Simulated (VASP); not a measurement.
Wanted: the native input for a VASP 6.6.1 run.

- Task: single point
- Functional: r2SCAN
- Potentials or basis: VASP PAW PBE potentials, release 64 (Pt, Se)
- Cutoff: 520 eV
- k mesh: 12 × 12 × 1
- Occupations: gaussian, width 0.01 eV
- Spin: no spin polarisation
- Dipole correction: no
- Further INCAR settings: ALGO = Normal; EDIFF = 1e-07; NBANDS = 18

System: PtSe2, a sheet with vacuum.

```
Pt Se
1.0
     3.70255    0.00000    0.00000
    -1.85128    3.20651    0.00000
     0.00000    0.00000   18.00000
Pt Se
1 2
Cartesian
  0.0000 0.0000 9.0000
  0.0000 2.1377 10.3184
  1.8513 1.0688 7.6816
```

One way to write it, as run:

POSCAR

```
PtSe2
1.0
    3.7025533928      0.0000000000      0.0000000000
   -1.8512766964      3.2065052970      0.0000000000
    0.0000000000      0.0000000000     18.0000000000
Pt Se
1 2
Direct
    0.0000000000      0.0000000000      0.5000000000
    0.3333333333      0.6666666667      0.5732457517
    0.6666666667      0.3333333333      0.4267542483
```

INCAR.step1

```
SYSTEM = PtSe2
  PREC = Accurate
  ENCUT = 520
  ISMEAR = 0
  SIGMA = 0.01
  LREAL = .False.
  LASPH = .True.
  NELM = 60
  NBANDS = 18
  GGA = PE
  ALGO = Normal
  EDIFF = 1E-4
  LWAVE = .True.
  LCHARG = .False.
```

INCAR.step2

```
SYSTEM = PtSe2
  PREC = Accurate
  ENCUT = 520
  EDIFF = 1E-7
  ISMEAR = 0
  SIGMA = 0.01
  LREAL = .False.
  LASPH = .True.
  NELM = 60
  ALGO = Normal
  ISIF = 2
  LWAVE = .False.
  LCHARG = .True.
  METAGGA = R2SCAN
  LMIXTAU = .True.
  LELF = .True.
  LVHAR = .True.
  NBANDS = 18
  ISTART = 1
```

KPOINTS

```
Automatic mesh
0
Gamma
  12 12 1
  0 0 0
```

Potentials or basis: VASP PAW PBE potentials, release 64 (Pt, Se).

Command:

```sh
$ cat potpaw_PBE.64/Pt/POTCAR potpaw_PBE.64/Se/POTCAR > POTCAR
$ cp INCAR.step1 INCAR
$ mpirun -np 1 vasp_std > vasp.out
$ cp INCAR.step2 INCAR
$ mpirun -np 1 vasp_std > vasp.out
```

Results of the run:

```yaml
Largest_force: 0.010 eV/Å
Band_gap_on_the_k_mesh: 1.60 eV (least direct gap 1.88 eV)
```

Caveat: the PAW data sets were made with another functional, which shifts forces and pressure a little; spin-orbit coupling is left out, which moves the levels of the heavy elements.

Wall time 4.8 min on 1 thread of Intel(R) Xeon(R) Platinum 8375C CPU @ 2.90GHz (Ice Lake), on a shared host, peak memory 0.41 GiB.
